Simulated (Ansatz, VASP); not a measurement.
# One calculation of Na, two programs

The input INCAR:

```
SYSTEM = Na
ALGO = Normal ; EDIFF = 1E-8
ENCUT = 400 ; GGA = PE
GGA_COMPAT = .False. ; ISIF = 2
ISMEAR = -1 ; LASPH = .True.
LCHARG = .False. ; LEFG = .True.
LREAL = .False. ; LWAVE = .False.
NBANDS = 10 ; NELM = 120
PREC = Accurate ; SIGMA = 0.05
```

Contents of KPOINTS:

```
k-points
0
Gamma
  12 12 12
  0 0 0
```

POSCAR

```
Na
1.0
   -2.1032881624      2.1032881624      2.1032881624
    2.1032881624     -2.1032881624      2.1032881624
    2.1032881624      2.1032881624     -2.1032881624
Na
1
Direct
    0.0000000000      0.0000000000      0.0000000000
```

Input for Ansatz:

```yaml
crystal:
  lattice:
    - [-2.1032881624, 2.1032881624, 2.1032881624]
    - [2.1032881624, -2.1032881624, 2.1032881624]
    - [2.1032881624, 2.1032881624, -2.1032881624]
  atoms:
    - { symbol: Na, position: [0.0, 0.0, 0.0] }
kpoints:
  mp_grid: { grid: [12, 12, 12] }
scf:
  occupations: { method: fermi_dirac, width: 0.05 }
hamiltonian:
  xc: pbe
  pseudopotentials: { kind: paw }
output:
  forces: true
  stress: true
  eigenvalues: true
  efg: { contact_densities: true }
```

Change from the starting cell: volume scaled by 0.98, PAW files.

Alike in both runs: task electric field gradients; functional PBE; k mesh 12 × 12 × 12; occupations fermi-dirac, width 0.05 eV; no spin polarisation.

|  | VASP | Ansatz |
| --- | --- | --- |
| version | VASP 6.6.1 | Ansatz 0.2.0 |
| potentials or method | VASP PAW PBE potentials, release 64 (Na_pv) | PAW with Ansatz's default frozen-core files, scalar-relativistic |
| plane-wave cutoff (eV) | 400 | 420 |
| valence electrons in the cell | 7 | 9 |

```csv
,VASP,Ansatz,Ansatz less VASP
pressure (GPa),-0.2,0.0,+0.18
```

VASP's potentials hold 7 valence electrons a cell and Ansatz's 9, so a difference there can come from the potentials and not from the codes.
